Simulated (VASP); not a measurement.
**CS2: single point with PBE+D4**

CS2:

```
S C
1.0
     3.07664   -2.68406    0.00000
     3.07664    2.68406    0.00000
     0.00000    0.00000    9.28894
S C
4 2
Direct
  0.19743 0.80257 0.87665
  0.30257 0.69743 0.37665
  0.69743 0.30257 0.62335
  0.80257 0.19743 0.12335
  0.50000 0.50000 0.50000
  0.00000 0.00000 0.00000
```

```
Program             : VASP 6.6.1
Task                : single point
Functional          : PBE
Dispersion          : D4
Potentials or basis : VASP PAW PBE potentials, release 64 (S, C_h)
Cutoff              : 910 eV
k mesh              : 6 × 6 × 3
Occupations         : fermi-dirac, width 0.05 eV
Spin                : no spin polarisation
```

The pressure is -0.6 GPa, the largest force is 0.268 eV/Å and the band gap on the k mesh is 2.91 eV. The dispersion energy per atom is -0.175 eV.

Forces on the atoms (eV/Å):
```
S    0.000  0.181  0.197
S    0.000 -0.181  0.197
S    0.000  0.181 -0.197
S    0.000 -0.181 -0.197
C    0.000  0.000  0.000
C    0.000  0.000  0.000
```

Stress tensor (GPa, compression positive):
```
-0.05  0.00  0.00
 0.00 -0.88  0.00
 0.00  0.00 -1.01
```

Levels at points of the mesh, in eV from the valence-band top:
| k point | band 12 | band 13 | band 14 | band 15 | band 16 | band 17 | band 18 | band 19 | band 20 | band 21 |
| --- | --- | --- | --- | --- | --- | --- | --- | --- | --- | --- |
| (0.00, 0.00, 0.00) | -2.50 | -0.80 | -0.67 | -0.56 | -0.15 | 2.95 | 3.10 | 3.63 | 3.97 | 5.72 |
| (0.50, 0.00, 0.00) | -2.72 | -0.53 | -0.53 | -0.19 | -0.19 | 3.27 | 3.27 | 3.63 | 3.63 | 6.82 |
| (0.50, 0.50, 0.00) | -3.15 | -1.13 | -1.13 | -0.48 | 0.00 | 2.91 | 3.13 | 4.37 | 4.46 | 5.92 |

It took 6.9 min on 1 thread of AMD EPYC 7R43 64-Core Processor (Zen 3) (shared host), peak memory 0.44 GiB.

A k mesh can miss the band edges.
